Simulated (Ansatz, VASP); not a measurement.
**LaGe2Pb2 in VASP and in Ansatz**

The input INCAR:

```
PREC     = Accurate       # precision mode
ENCUT    = 520            # plane-wave cutoff, eV
EDIFF    = 1E-6           # SCF threshold, eV
ISMEAR   = 1              # smearing method
SIGMA    = 0.1913         # smearing width, eV
LREAL    = F              # projectors in reciprocal space
LASPH    = T              # aspherical terms in the spheres
NELM     = 100            # most SCF steps
ALGO     = Normal         # electronic algorithm
ISIF     = 2              # what is computed and relaxed
LWAVE    = F              # write WAVECAR
LCHARG   = F              # write CHGCAR
GGA      = PE             # functional
NBANDS   = 78             # bands
```

File KPOINTS:

```
regular mesh
0
Gamma
  3 3 4
```

The input POSCAR:

```
LaGe2Pb2
1.0
    7.0707960000      0.0000000000      0.0000000000
    0.0000000000      7.0707960000      0.0000000000
    0.0000000000      0.0000000000      5.1816290000
La Ge Pb
2 4 4
Direct
    0.0000000000      0.0000000000      0.0000000000
    0.5000000000      0.5000000000      0.0000000000
    0.3613000000      0.8613000000      0.5000000000
    0.1387000000      0.3613000000      0.5000000000
    0.6387000000      0.1387000000      0.5000000000
    0.8613000000      0.6387000000      0.5000000000
    0.1601000000      0.6601000000      0.5000000000
    0.3399000000      0.1601000000      0.5000000000
    0.8399000000      0.3399000000      0.5000000000
    0.6601000000      0.8399000000      0.5000000000
```

Input for Ansatz:

```yaml
crystal:
  lattice:
    - [7.070796, 0.0, 0.0]
    - [0.0, 7.070796, 0.0]
    - [0.0, 0.0, 5.181629]
  atoms:
    - { symbol: La, position: [0.0, 0.0, 0.0] }
    - { symbol: La, position: [0.5, 0.5, 0.0] }
    - { symbol: Ge, position: [0.3613, 0.8613, 0.5] }
    - { symbol: Ge, position: [0.1387, 0.3613, 0.5] }
    - { symbol: Ge, position: [0.6387, 0.1387, 0.5] }
    - { symbol: Ge, position: [0.8613, 0.6387, 0.5] }
    - { symbol: Pb, position: [0.1601, 0.6601, 0.5] }
    - { symbol: Pb, position: [0.3399, 0.1601, 0.5] }
    - { symbol: Pb, position: [0.8399, 0.3399, 0.5] }
    - { symbol: Pb, position: [0.6601, 0.8399, 0.5] }
  symmetry: { tolerance: 0.0003 }
kpoints:
  mp_grid: { grid: [3, 3, 4], shift: [0, 0, 0] }
magnetization:
  spin_polarized: false
scf:
  occupations: { method: cold, width: 0.1913 }
hamiltonian:
  pseudopotentials: { kind: paw }
  xc: pbe
basis:
  ecutwfc: 420
output:
  forces: true
  stress: true
  eigenvalues: true
```

Alike in both runs: task single point; functional PBE; k mesh 3 × 3 × 4; no spin polarisation.

|  | VASP | Ansatz |
| --- | --- | --- |
| version | VASP 6.6.1 | Ansatz 0.2.0 |
| potentials or method | VASP PAW PBE potentials, release 64 (La, Ge_d, Pb_d), cutoff 520 eV | PAW plane waves |
| occupations | methfessel-paxton of order 1, width 0.1913 eV | cold, width 0.1913 eV |
| valence electrons in the cell | 134 | 134 |

Ansatz gave:

| Property | Result |
| --- | --- |
| gap on the k mesh at the Fermi level (eV) | none |
| rms of the force components (eV/Å) | 0.447 |

Question: Estimate VASP's values.

Answer: gap on the k mesh at the Fermi level (eV): none; rms of the force components (eV/Å): 0.394.

Atom by atom the forces differ by 0.137 eV/Å (rms over components). A gap of «none» marks a metal or a gap that the smearing closes.

Neither program's run includes spin-orbit coupling.
